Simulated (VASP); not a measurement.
The system is Cl.

```
CELL_PARAMETERS angstrom
3.12524 -2.00725 0.00000
3.12524 2.00725 0.00000
0.00000 0.00000 8.14656
ATOMIC_POSITIONS crystal
Cl 0.87564 0.12436 0.60748
Cl 0.12436 0.87564 0.39252
Cl 0.62436 0.37564 0.10748
Cl 0.37564 0.62436 0.89252
```

Base run:

```yaml
Program: VASP 6.6.1
Functional: PBEsol
Potentials_or_basis: VASP PAW PBE potentials, release 64 (Cl)
Cutoff: 520 eV
k_mesh: 6 × 6 × 2
Occupations: methfessel-paxton, width 0.2 eV
Spin: no spin polarisation
```

Its results: band gap on the k mesh 2.18 eV; pressure -0.2 GPa; largest force 0.060 eV/Å.

Q: The run is repeated on the same cell with these changes: occupations from methfessel-paxton, width 0.2 eV to fermi-dirac, width 0.5 eV. What comes out?

A: Band gap on the k mesh 2.23 eV; pressure 1.3 GPa; largest force 0.541 eV/Å.

Caveats: this functional lacks dispersion, which holds the molecules together, so the pressure and a relaxed volume are unreliable; the PAW data sets were made with another functional, which shifts forces and pressure a little; so wide a smearing shifts energies and pressures (at least some runs).

A k mesh can miss the band edges.
